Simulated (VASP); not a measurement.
A run of VASP 6.6.1 is set up as follows.

Contents of INCAR:

```
SYSTEM = Ni
  ALGO = Normal
  EDIFF = 1E-6
  ENCUT = 520
  GGA = RP
  ISIF = 2
  ISMEAR = -1
  ISPIN = 2
  LASPH = .True.
  LCHARG = .False.
  LMAXMIX = 4
  LORBIT = 11
  LREAL = .False.
  LWAVE = .False.
  MAGMOM = -0.65 -0.65
  NBANDS = 21
  NELM = 150
  PREC = Accurate
  SIGMA = 0.05
```

Contents of KPOINTS:

```
k-points
0
Gamma
  13 13 13
  0 0 0
```

The input POSCAR:

```
Ni
1.0
    0.0000000000      2.4397150963      2.4397150963
    2.4397150963      0.0000000000      2.4397150963
    2.4397150963      2.4397150963      0.0000000000
Ni
2
Direct
    0.0000000000      0.0000000000      0.0000000000
    0.5000000000      0.5000000000      0.5000000000
```

Potentials or basis: VASP PAW PBE potentials, release 64 (Ni).

The run is started by

```sh
$ cat potpaw_PBE.64/Ni/POTCAR > POTCAR
$ mpirun -np 1 vasp_std > vasp.out
```

Predict the site moments.

Ni -0.81 μB.

Estimate the pressure.

-9.4 GPa.

What does it give for the net moment?

-1.59 μB per cell.

Caveat: the cell stands under tension; the PAW data sets were made with another functional, which shifts forces and pressure a little.
